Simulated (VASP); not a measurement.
# InSe (P6_3/mmc) in VASP: notebook, part 2 of 2

VASP 6.6.1. Earlier steps stand in the parts before.

### 3 Single point, PBE+D2

This run uses another cell than the first one, of 30.06 Å³/atom.

Input file INCAR:

```
SYSTEM = InSe
  ALGO = Normal
  EDIFF = 1E-7
  ENCUT = 520
  ISIF = 2
  ISMEAR = 0
  IVDW = 1
  LASPH = .TRUE.
  LCHARG = .FALSE.
  LREAL = .FALSE.
  LWAVE = .FALSE.
  NELM = 100
  PREC = Accurate
  SIGMA = 0.02
```

Input file KPOINTS:

```
k-points
0
Gamma
  6 6 2
```

Input file POSCAR:

```
InSe
1.0
    4.0500000000      0.0000000000      0.0000000000
   -2.0250000000      3.5074028853      0.0000000000
    0.0000000000      0.0000000000     16.9300000000
In Se
4 4
Direct
    0.6666666667      0.3333333333      0.8430000000
    0.3333333333      0.6666666667      0.3430000000
    0.6666666667      0.3333333333      0.6570000000
    0.3333333333      0.6666666667      0.1570000000
    0.6666666667      0.3333333333      0.3980000000
    0.3333333333      0.6666666667      0.8980000000
    0.6666666667      0.3333333333      0.1020000000
    0.3333333333      0.6666666667      0.6020000000
```

Potentials or basis: VASP PAW PBE potentials, release 64 (In_d, Se).

Started as:

```bash
cat potpaw_PBE.64/In_d/POTCAR potpaw_PBE.64/Se/POTCAR > POTCAR
mpirun -np 1 vasp_std > vasp.out
```

OUTCAR:

```text
SYSTEM = InSe
   EDIFF = 1E-7
   ENCUT = 520
   ISIF = 2
   ISMEAR = 0
   IVDW = 1
   LASPH = .TRUE.
   LREAL = .FALSE.
   NELM = 100
   PREC = Accurate
  IVDW =   1

 Found     14 irreducible k-points:

 Following reciprocal coordinates:
            Coordinates               Weight
  0.000000  0.000000  0.000000      1.000000
  0.166667  0.000000  0.000000      6.000000
  0.333333 -0.000000  0.000000      6.000000
  0.500000 -0.000000  0.000000      3.000000
  0.166667  0.166667  0.000000      6.000000
  0.333333  0.166667  0.000000     12.000000
   k-points           NKPTS =     14   k-points in BZ     NKDIM =     14   number of bands    NBANDS=     45
   number of dos      NEDOS =    301   number of ions     NIONS =      8
   total plane-waves  NPLWV = 113400
   dimension x,y,z NGX =    30 NGY =   30 NGZ =  126
   dimension x,y,z NGXF=    60 NGYF=   60 NGZF=  252
   ions per type =               4   4
   NGX,Y,Z   is equivalent  to a cutoff of  12.31, 12.31, 12.37 a.u.
   NGXF,Y,Z  is equivalent  to a cutoff of  24.63, 24.63, 24.75 a.u.
 SYSTEM =  InSe
   PREC   = accura    normal or accurate (medium, high low for compatibility)
   ISTART =      0    job   : 0-new  1-cont  2-samecut
   ICHARG =      2    charge: 1-file 2-atom 10-const
   ISPIN  =      1    spin polarized calculation?
[... 351 lines left out ...]
     44       7.8910      0.00000
     45       8.0961      0.00000

 [... further k-points ...]

------------------------ aborting loop because EDIFF is reached ----------------------------------------

  DFT-D2 method for vdW energy calculation

  Number of pair interactions contributing to vdW energy:   78380

  Edisp (eV):   -2.56811

  FORCE on cell =-STRESS in cart. coord.  units (eV):
  Direction    XX          YY          ZZ          XY          YZ          ZX
  --------------------------------------------------------------------------------------
  -------------------------------------------------------------------------------------
  Total      11.03702    11.03702     0.35622     0.00000     0.00000     0.00000
  in kB      73.53005    73.53005     2.37321     0.00000     0.00000     0.00000
  external pressure =       49.81 kB  Pullay stress =        0.00 kB

 VOLUME and BASIS-vectors are now :
 -----------------------------------------------------------------------------
  energy-cutoff  :      520.00
  volume of cell :      240.49
      direct lattice vectors                 reciprocal lattice vectors
     4.050000000  0.000000000  0.000000000     0.246913580  0.142555622  0.000000000
    -2.025000000  3.507402885  0.000000000     0.000000000  0.285111244  0.000000000
     0.000000000  0.000000000 16.930000000     0.000000000  0.000000000  0.059066745

 POSITION                                       TOTAL-FORCE (eV/Angst)
 -----------------------------------------------------------------------------------
      2.02500      1.16913     14.27199         0.000000     -0.000000     -2.745586
     -0.00000      2.33827      5.80699         0.000000     -0.000000     -2.745586
      2.02500      1.16913     11.12301         0.000000     -0.000000      2.745586
     -0.00000      2.33827      2.65801         0.000000     -0.000000      2.745586
      2.02500      1.16913      6.73814        -0.000000      0.000000      2.054525
     -0.00000      2.33827     15.20314         0.000000     -0.000000      2.054525
      2.02500      1.16913      1.72686        -0.000000      0.000000     -2.054525
     -0.00000      2.33827     10.19186         0.000000     -0.000000     -2.054525
 -----------------------------------------------------------------------------------
    total drift:                               -0.000000     -0.000000      0.000000

  FREE ENERGIE OF THE ION-ELECTRON SYSTEM (eV)
  ---------------------------------------------------
  free  energy   TOTEN  =       -29.0689732456 eV

  energy  without entropy=      -29.0683551167  energy(sigma->0) =      -29.06866418
```

Run time: 4 min. Hardware: 1 thread of Intel Xeon Platinum 8175M at 2.50GHz (Skylake/Cascade Lake), shared host; peak memory 0.38 GiB.

Results:

```
Free energy                : -29.0690 eV
Pressure                   : 5.0 GPa
Largest force              : 2.746 eV/Å
Band gap on the k mesh     : zero (filled and empty bands overlap)
Dispersion energy per atom : -0.321 eV
```

Forces in eV/Å, atoms in the order of the input:
```
In   0.000  0.000 -2.746
In   0.000  0.000 -2.746
In   0.000  0.000  2.746
In   0.000  0.000  2.746
Se   0.000  0.000  2.055
Se   0.000  0.000  2.055
Se   0.000  0.000 -2.055
Se   0.000  0.000 -2.055
```

Stress tensor (GPa, compression positive):
```
7.35 0.00 0.00
0.00 7.35 0.00
0.00 0.00 0.24
```

Levels at points of the mesh, in eV from the Fermi level:
```tsv
k point	band 35	band 36	band 37	band 38	band 39	band 40	band 41	band 42
(0.00, 0.00, 0.00)	-2.11	-2.11	-1.31	-0.32	-0.02	0.45	1.27	1.63
(0.50, 0.00, 0.00)	-2.89	-2.52	-1.45	-0.95	0.98	1.14	1.40	1.47
(0.00, 0.00, 0.50)	-2.13	-2.13	-0.90	-0.90	0.32	0.32	1.45	1.45
(0.50, 0.00, 0.50)	-2.66	-2.66	-1.21	-1.21	1.22	1.22	1.30	1.30
```

Caveat: the cell stands under pressure; spin-orbit coupling is left out, which moves the levels of the heavy elements; forces of over 1 eV/Å act on the atoms, so gaps and moduli don't describe the material at rest.

### 4 Single point, PBE+TS

This run uses another cell than the first one, of 30.06 Å³/atom.

INCAR, as its differences from that of step 3:

```diff
@@ -6,3 +6,3 @@
   ISMEAR = 0
-  IVDW = 1
+  IVDW = 2
   LASPH = .TRUE.
```

KPOINTS is that of step 3.

POSCAR is that of step 3.

Started as:

```bash
cat potpaw_PBE.64/In_d/POTCAR potpaw_PBE.64/Se/POTCAR > POTCAR
mpirun -np 1 vasp_std > vasp.out
```

Wall time 6.7 min (1 thread of Intel Xeon Platinum 8175M at 2.50GHz (Skylake/Cascade Lake), shared host); peak memory 0.38 GiB.

The run converged. Its results:

```
Free energy                : -28.6876 eV
Pressure                   : 6.5 GPa
Largest force              : 2.939 eV/Å
Band gap on the k mesh     : zero (filled and empty bands overlap)
Hirshfeld charges          : In +0.16; Se -0.16 e
Dispersion energy per atom : -0.273 eV
```

Forces on the atoms (eV/Å):
```
In   0.000  0.000 -2.939
In   0.000  0.000 -2.939
In   0.000  0.000  2.939
In   0.000  0.000  2.939
Se   0.000  0.000  1.970
Se   0.000  0.000  1.970
Se   0.000  0.000 -1.970
Se   0.000  0.000 -1.970
```

Stress tensor (GPa, compression positive):
```
 9.94  0.00  0.00
 0.00  9.94  0.00
 0.00  0.00 -0.29
```

Levels at points of the mesh, in eV from the Fermi level:
| k point | band 35 | band 36 | band 37 | band 38 | band 39 | band 40 | band 41 | band 42 |
| --- | --- | --- | --- | --- | --- | --- | --- | --- |
| (0.00, 0.00, 0.00) | -2.11 | -2.11 | -1.31 | -0.32 | -0.02 | 0.45 | 1.27 | 1.63 |
| (0.50, 0.00, 0.00) | -2.89 | -2.52 | -1.45 | -0.95 | 0.98 | 1.14 | 1.40 | 1.47 |
| (0.00, 0.00, 0.50) | -2.13 | -2.13 | -0.90 | -0.90 | 0.32 | 0.32 | 1.45 | 1.45 |
| (0.50, 0.00, 0.50) | -2.66 | -2.66 | -1.21 | -1.21 | 1.22 | 1.22 | 1.30 | 1.30 |

Caveat: the cell stands under pressure; spin-orbit coupling is left out, which moves the levels of the heavy elements; forces of over 1 eV/Å act on the atoms, so gaps and moduli don't describe the material at rest.

### 5 The runs side by side

```csv
level,cell,k mesh,smearing,dipole correction,gap on the mesh (eV),pressure (GPa),largest force (eV/Å)
PBEsol,"a = 4.007, b = 4.007, c = 16.994 Å, angles 90.0, 90.0, 120.0°, 8 atoms, atomic positions A",8 × 8 × 2,fermi-dirac 0.05 eV,no,0.42,0.1,0.02
PBE+D2,"a = 4.050, b = 4.050, c = 16.930 Å, angles 90.0, 90.0, 120.0°, 8 atoms, atomic positions B",6 × 6 × 2,gaussian 0.02 eV,-,none,5.0,2.75
PBE+TS,"a = 4.050, b = 4.050, c = 16.930 Å, angles 90.0, 90.0, 120.0°, 8 atoms, atomic positions B",6 × 6 × 2,gaussian 0.02 eV,-,none,6.5,2.94
```

Alike in all rows: task single point; potentials or basis VASP PAW PBE potentials, release 64 (In_d, Se); no spin polarisation; cutoff (eV) 520.

Caveats: spin-orbit coupling is left out, which moves the levels of the heavy elements; the cell stands under pressure (at least some runs); forces of over 1 eV/Å act on the atoms, so gaps and moduli don't describe the material at rest (at least some runs); the PAW data sets were made with another functional, which shifts forces and pressure a little (at least some runs); this functional lacks dispersion, which binds the layers, so the pressure and a relaxed spacing across them are unreliable (at least some runs).

Total energies depend on the potentials used, so only differences within one code and one set of settings carry meaning.
